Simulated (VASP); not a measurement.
# CO2: single point with PBE

The system is CO2.

```
C O
1.0
     2.57249   -2.36642    0.00000
     2.57249    2.36642    0.00000
     0.00000    0.00000    6.43231
C O
2 4
Cartesian
  0.0000 0.0000 0.0000
  2.5725 0.0000 3.2162
  2.5725 -1.4143 5.7346
  2.5725 1.4143 0.6977
  2.5725 -0.9521 2.5184
  2.5725 0.9521 3.9139
```

This cell differs from its parent crystal: strained.

```yaml
Program: VASP 6.6.1
Task: single point
Functional: PBE
Potentials_or_basis: VASP PAW PBE potentials, release 64 (C, O)
Cutoff: 520 eV
k_mesh: 6 × 6 × 4
Occupations: gaussian, width 0.02 eV
Spin: no spin polarisation
Dipole_correction: no
Further_INCAR_settings: ALGO = Normal; EDIFF = 1e-06; NBANDS = 25
```

```yaml
Pressure: 0.8 GPa
Largest_force: 0.711 eV/Å
Band_gap_on_the_k_mesh: 6.48 eV (least direct gap 7.14 eV)
```

Forces in eV/Å, atoms in the order of the input:
```
C    0.000  0.000  0.000
C    0.000  0.000  0.000
O    0.000 -0.584  0.405
O    0.000  0.584 -0.405
O    0.000  0.584  0.405
O    0.000 -0.584 -0.405
```

Stress tensor (GPa, compression positive):
```
 3.40  0.00  0.00
 0.00 -1.67  0.00
 0.00  0.00  0.53
```

Levels at points of the mesh, in eV from the valence-band top:
```tsv
k point	band 14	band 15	band 16	band 17	band 18	band 19
(0.00, 0.00, 0.00)	-1.09	-0.73	-0.66	6.48	6.66	7.32
(0.50, 0.00, 0.00)	-0.82	-0.33	-0.33	7.18	7.18	8.28
(0.50, 0.50, 0.00)	-0.73	-0.39	0.00	7.44	8.59	8.68
(0.00, 0.00, 0.50)	-0.94	-0.85	-0.85	7.02	7.02	7.60
(0.50, 0.00, 0.50)	-0.91	-0.29	-0.29	7.26	7.26	8.33
(0.50, 0.50, 0.50)	-0.80	-0.34	-0.34	8.06	8.06	8.63
```

It took 110 s on 1 thread of Intel Xeon 8259CL, with other jobs on the host, peak memory 0.21 GiB.

Caveat: the cell differs from its parent crystal (strained); the stress differs along the axes, from -2 to 3 GPa; this functional lacks dispersion, which holds the molecules together, so the pressure and a relaxed volume are unreliable. A k mesh can miss the band edges.
